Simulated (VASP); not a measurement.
# LiH3 (I4/mmm) in VASP: notebook, part 2 of 2

VASP 6.6.1.

## (3) Relaxation of cell and atoms, PBE

INCAR reads:

```
PREC = Accurate ; ENCUT = 600
EDIFF = 1E-6 ; ISMEAR = 0
SIGMA = 0.1 ; LREAL = False
LASPH = True ; NELM = 100
ALGO = Normal ; ISIF = 3
LWAVE = False ; LCHARG = False
GGA = PE ; IBRION = 2
NSW = 90 ; EDIFFG = -0.04
```

KPOINTS reads:

```
regular mesh
0
Gamma
  8 8 8
```

POSCAR reads:

```
LiH3
1.0
   -1.5049510102      1.5049510102      3.3617087500
    1.5049510102     -1.5049510102      3.3617087500
    1.5049510102      1.5049510102     -3.3617087500
Li H
1 3
Direct
    0.0000000000      0.0000000000      0.0000000000
    0.5000000000      0.5000000000      0.0000000000
    0.2500000000      0.7500000000      0.5000000000
    0.7500000000      0.2500000000      0.5000000000
```

Potentials or basis: VASP PAW PBE potentials, release 64 (Li_sv, H).

On the command line:

```sh
$ cat potpaw_PBE.64/Li_sv/POTCAR potpaw_PBE.64/H/POTCAR > POTCAR
$ mpirun -np 1 vasp_std > vasp.out
```

OUTCAR:

```text
PREC = Accurate
   ENCUT = 600
   EDIFF = 1E-6
   ISMEAR = 0
   LREAL = False
   LASPH = True
   NELM = 100
   ISIF = 3
   GGA = PE
   IBRION = 2
   NSW = 90
   EDIFFG = -0.04

 ion  position               nearest neighbor table
   1  0.000  0.000  0.000-
   2  0.500  0.500  0.000-
   3  0.250  0.750  0.500-
   4  0.750  0.250  0.500-

  LATTYP: Found a body centered tetragonal cell.
 ALAT       =     3.0099020204
 C/A-ratio  =     2.2337662337

  Lattice vectors:

 A1 = (  -1.5049510102,   1.5049510102,   3.3617087500)
 A2 = (   1.5049510102,  -1.5049510102,   3.3617087500)
 A3 = (   1.5049510102,   1.5049510102,  -3.3617087500)

Analysis of symmetry for initial positions (statically):
=====================================================================
 Subroutine PRICEL returns:
 Original cell was already a primitive cell.

 Routine SETGRP: Setting up the symmetry group for a
 body centered tetragonal supercell.

 Subroutine GETGRP returns: Found 16 space group operations
 (whereof 16 operations were pure point group operations)
 out of a pool of 16 trial point group operations.

The static configuration has the point symmetry D_4h.
[... 157 lines left out ...]

 number of electron       6.0000002 magnetization

 Free energy of the ion-electron system (eV)
  ---------------------------------------------------
  ext. energy  EPLUGINS =         0.00000000
  ---------------------------------------------------
  free energy    TOTEN  =        -9.08812769 eV

  energy without entropy =       -9.07876059  energy(sigma->0) =       -9.08344414

------------------------ aborting loop because EDIFF is reached ----------------------------------------

  FORCE on cell =-STRESS in cart. coord.  units (eV):
  Direction    XX          YY          ZZ          XY          YZ          ZX
  --------------------------------------------------------------------------------------
  -------------------------------------------------------------------------------------
  Total       -1.5114070     -1.5114070     -2.5250552      0.0000000      0.0000000      0.0000000
  in kB      -79.5109971    -79.5109971   -132.8362630      0.0000000      0.0000000      0.0000000
  external PRESSURE =     -97.2860857 kB  Pullay stress =       0.0000000 kB
[... 344 lines left out ...]
  FREE ENERGIE OF THE ION-ELECTRON SYSTEM (eV)
  ---------------------------------------------------
  free  energy   TOTEN  =        -9.4901585745 eV

  energy  without entropy=       -9.4837770669  energy(sigma->0) =       -9.48696782

[... ionic steps 4 to 9 ...]

--------------------------------------- Ionic step       10  -------------------------------------------

 number of electron       5.9999999 magnetization

 E-fermi :   2.1951     XC(G=0): -10.1620
[... 320 lines left out ...]
--------------------------------------- Ionic step       12  -------------------------------------------

 number of electron       6.0000001 magnetization

 Free energy of the ion-electron system (eV)
  ---------------------------------------------------
  ext. energy  EPLUGINS =         0.00000000
  ---------------------------------------------------
  free energy    TOTEN  =        -9.85698225 eV

  energy without entropy =       -9.85343991  energy(sigma->0) =       -9.85521108

 E-fermi :   1.2600     XC(G=0):  -9.7140

 val. band max:        1.2526282083   @ k =   0.5000   0.3750   0.0000
 cond. band min:       1.3685471798   @ k =  -0.3750  -0.3750   0.3750
 fundamental gap:      0.1159189715
 Fermi energy:         1.2600360002
[... 271 lines left out ...]
  FREE ENERGIE OF THE ION-ELECTRON SYSTEM (eV)
  ---------------------------------------------------
  free  energy   TOTEN  =        -9.8569822492 eV

  energy  without entropy=       -9.8534399108  energy(sigma->0) =       -9.85521108

 reached required accuracy - stopping structural energy minimisation
```

OSZICAR:

```text
N       E                     dE             d eps       ncg     rms          rms(c)
DAV:   1    -0.217777167614E-02   -0.21778E-02   -0.22585E+03   833   0.826E+02
DAV:   2    -0.889377075461E+01   -0.88916E+01   -0.86867E+01  1176   0.850E+01
DAV:   3    -0.911780100113E+01   -0.22403E+00   -0.22261E+00  1064   0.140E+01
[... 103 lines left out ...]
DAV:   2    -0.985767379029E+01   -0.22584E-02   -0.29553E-02   966   0.165E+00    0.472E-01
DAV:   3    -0.985718295051E+01    0.49084E-03   -0.37062E-03  1505   0.473E-01    0.181E-01
DAV:   4    -0.985699046161E+01    0.19249E-03   -0.26948E-04  1463   0.163E-01    0.350E-02
DAV:   5    -0.985698234378E+01    0.81178E-05   -0.23714E-05  1337   0.436E-02    0.717E-03
DAV:   6    -0.985698224918E+01    0.94597E-07   -0.87351E-07   462   0.116E-02
  12 F= -.98569822E+01 E0= -.98552111E+01  d E =-.710018E-01
```

Run time: 1.7 min. Hardware: 1 thread of Intel Xeon Platinum 8259CL at 2.50GHz (Skylake/Cascade Lake), shared host; peak memory 0.17 GiB.

Results:

* Free energy: -9.8570 eV
* Relaxed volume: 5.11 Å³/atom
* Relaxed cell: a = 3.061 Å, b = 3.061 Å, c = 3.061 Å, α = 119.51°, β = 119.51°, γ = 90.85°
* Space group after relaxing (to 0.1 Å): Fm-3m (No. 225)
* Energy gained by relaxing: 192.2 meV/atom
* Ionic steps: 12
* Pressure after relaxing: 0.1 GPa
* Band gap on the k mesh: zero (bands 3 and 4 overlap by 6.79 eV)

Stress tensor (GPa, compression positive):
```
 0.23  0.00  0.00
 0.00  0.23  0.00
 0.00  0.00 -0.27
```

The path:
```
step  energy change (eV)  largest force (eV/Å)  pressure (GPa)  volume (Å³)
   1              0.0000                0.0000           -9.73        30.46
   2             -0.1255                0.0000           -8.88        28.46
   3             -0.4020                0.0000           -3.42        22.99
   4              0.0851                0.0000           41.03        14.16
   5             -0.4464                0.0000            0.39        21.12
   6             -0.4507                0.0000            2.12        20.47
   7             -0.5202                0.0000            2.79        20.05
   8             -0.6870                0.0000            6.87        18.56
   9              0.0118                0.0000           38.24        14.49
  10             -0.6979                0.0000            8.99        18.02
  11             -0.7646                0.0000            2.02        19.78
  12             -0.7689                0.0000            0.07        20.44
```

Final structure:
```
Li H
1.0
    -1.54201    1.54201    2.14858
     1.54201   -1.54201    2.14858
     1.54201    1.54201   -2.14858
Li H
1 3
Direct
  0.00000 0.00000 0.00000
  0.50000 0.50000 0.00000
  0.25000 0.75000 0.50000
  0.75000 0.25000 0.50000
```

Levels at points of the mesh, in eV from the Fermi level:
```csv
k point,band 1,band 2,band 3,band 4,band 5,band 6
"(0.00, 0.00, 0.00)",-44.54,-9.72,4.17,6.93,13.72,13.80
"(0.50, 0.00, 0.00)",-44.52,-6.32,-3.20,3.90,11.69,11.95
"(0.50, 0.50, 0.00)",-44.51,-4.65,-2.49,0.55,6.75,6.81
"(0.50, 0.50, 0.50)",-44.51,-4.45,-2.40,0.35,6.58,6.58
```

Caveat: the cutoff is under 1.25 times the usual one of these potentials, so pressure, stress and relaxed cells hold a basis-set (Pulay) error; the volume moved by over 15 % at a fixed basis, so the end points are rough.
